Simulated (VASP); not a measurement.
Wanted: the native input for a VASP 6.6.1 run.

| Quantity | Value |
| --- | --- |
| Task | single point |
| Functional | PBE |
| Potentials or basis | VASP PAW PBE potentials, release 64 (Ga_d, H) |
| Cutoff | 520 eV |
| k mesh | 12 × 12 × 8 |
| Occupations | gaussian, width 0.1 eV |
| Spin | no spin polarisation |
| Dipole correction | no |
| Further INCAR settings | ALGO = Normal; EDIFF = 1e-06; NBANDS = 32 |

The structure of Ga3H5 lies in POSCAR:

```
Ga3H5
1.0
    4.5672169255      0.0000000000      0.0000000000
   -2.2836084628      3.9553258821      0.0000000000
    0.0000000000      0.0000000000      5.3299210870
Ga H
3 5
Direct
    0.3333333333      0.6666666667      0.5000000000
    0.6666666667      0.3333333333      0.5000000000
    0.0000000000      0.0000000000      0.0000000000
    0.3333333333      0.6666666667      0.9234893407
    0.6666666667      0.3333333333      0.9234893407
    0.6666666667      0.3333333333      0.0765106593
    0.3333333333      0.6666666667      0.0765106593
    0.0000000000      0.0000000000      0.5000000000
```

The cell was generated, and may not be a known phase.

These files were run (other wordings do the same):

INCAR

```
SYSTEM = Ga3H5
ALGO     = Normal         ! electronic algorithm
EDIFF    = 1E-6           ! SCF threshold, eV
ENCUT    = 520            ! plane-wave cutoff, eV
GGA      = PE             ! functional
ISIF     = 2              ! what is computed and relaxed
ISMEAR   = 0              ! smearing method
LASPH    = .True.         ! aspherical terms in the spheres
LCHARG   = .False.        ! write CHGCAR
LREAL    = .False.        ! projectors in reciprocal space
LWAVE    = .False.        ! write WAVECAR
NBANDS   = 32             ! bands
NELM     = 80             ! most SCF steps
PREC     = Accurate       ! precision mode
SIGMA    = 0.1            ! smearing width, eV
```

KPOINTS

```
k-points
0
Gamma
  12 12 8
  0 0 0
```

Potentials or basis: VASP PAW PBE potentials, release 64 (Ga_d, H).

Command:

```console
$ cat potpaw_PBE.64/Ga_d/POTCAR potpaw_PBE.64/H/POTCAR > POTCAR
$ mpirun -np 1 vasp_std > vasp.out
```

Results of the run:

| Property | Result |
| --- | --- |
| Pressure | 0.0 GPa |
| Largest force | 0.005 eV/Å |
| Band gap on the k mesh | zero (bands 22 and 23 overlap by 2.87 eV) |

Wall time 89 s on 1 thread of Intel(R) Xeon(R) 6975P-C (Granite Rapids) (shared host), peak memory 0.35 GiB.
